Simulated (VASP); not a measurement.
Write the native input for VASP 6.6.1 that does the following.

| Item | Value |
| --- | --- |
| Task | single point |
| Functional | PBE |
| Dispersion | D3(BJ) |
| Potentials or basis | VASP PAW PBE potentials, release 64 (O, Li_sv) |
| Cutoff | 750 eV |
| k mesh | 6 × 6 × 6 |
| Occupations | gaussian, width 0.1 eV |
| Spin | no spin polarisation |
| Dipole correction | no |
| Further INCAR settings | ALGO = Normal; EDIFF = 1e-06; NBANDS = 13 |

The structure of Li2O (f.bd3) lies in POSCAR:

```
Li2O
1.0
    0.0000000000      2.3000000000      2.3000000000
    2.3000000000      0.0000000000      2.3000000000
    2.3000000000      2.3000000000      0.0000000000
O Li
1 2
Direct
    0.0000000000      0.0000000000      0.0000000000
    0.2500000000      0.2500000000      0.2500000000
    0.7500000000      0.7500000000      0.7500000000
```

The input as run:

INCAR

```
ALGO = Normal
EDIFF = 1E-6
ENCUT = 750
GGA = PE
GGA_COMPAT = False
ISIF = 2
ISMEAR = 0
IVDW = 12
LASPH = True
LCHARG = True
LELF = True
LREAL = False
LVHAR = True
LWAVE = False
NBANDS = 13
NELM = 120
PREC = Accurate
SIGMA = 0.1
```

KPOINTS

```
k-points
0
Gamma
  6 6 6
```

Potentials or basis: VASP PAW PBE potentials, release 64 (O, Li_sv).

Launch:

```console
$ cat potpaw_PBE.64/O/POTCAR potpaw_PBE.64/Li_sv/POTCAR > POTCAR
$ mpirun -np 1 vasp_std > vasp.out
```

Results of the run:

```json
{
 "Pressure": "-4.4 GPa",
 "Band gap on the k mesh": "5.00 eV, indirect (least direct gap 5.36 eV)",
 "Dispersion energy per atom": "-0.268 eV"
}
```

It took 21 s on 1 thread of Intel Xeon 8259CL, with other jobs on the host, peak memory 0.17 GiB.
